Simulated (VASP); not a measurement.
A run of VASP 6.6.1 is set up as follows.

Contents of INCAR:

```
ALGO = Normal
EDIFF = 1E-6
ENCUT = 520
GGA = PE
ISIF = 2
ISMEAR = 0
LASPH = True
LCHARG = True
LELF = True
LREAL = False
LVHAR = True
LWAVE = False
NBANDS = 38
NELM = 60
PREC = Accurate
SIGMA = 0.2
```

Contents of KPOINTS:

```
k-points
0
Gamma
  4 6 6
```

POSCAR

```
GaAs3
1.0
    0.0000000000      0.0000000000      4.9664209400
    6.5307361621      0.0000000000      0.0000000000
   -3.2653680810      5.6557834218      0.0000000000
Ga As
2 6
Direct
    0.5000000000      0.3333333333      0.6666666667
    0.5000000000      0.6666666667      0.3333333333
    0.1453782357      0.3457985594      0.0000000000
    0.1453782357      0.0000000000      0.3457985594
    0.1453782357      0.6542014406      0.6542014406
    0.8546217643      0.0000000000      0.6542014406
    0.8546217643      0.6542014406      0.0000000000
    0.8546217643      0.3457985594      0.3457985594
```

Potentials or basis: VASP PAW PBE potentials, release 64 (Ga_d, As).

Launch:

```sh
$ cat potpaw_PBE.64/Ga_d/POTCAR potpaw_PBE.64/As/POTCAR > POTCAR
$ mpirun -np 1 vasp_std > vasp.out
```

Question: Estimate the largest force.

Answer: 0.055 eV/Å.

Question: Estimate the pressure.

Answer: 0.3 GPa.

Question: What does it give for the band gap on the k mesh?

Answer: Zero (bands 28 and 29 overlap by 1.58 eV).

Forces on the atoms (eV/Å):
```
Ga   0.000  0.000  0.000
Ga   0.000  0.000  0.000
As  -0.054  0.000 -0.013
As   0.027 -0.046 -0.013
As   0.027  0.046 -0.013
As  -0.027  0.046  0.013
As   0.054  0.000  0.013
As  -0.027 -0.046  0.013
```
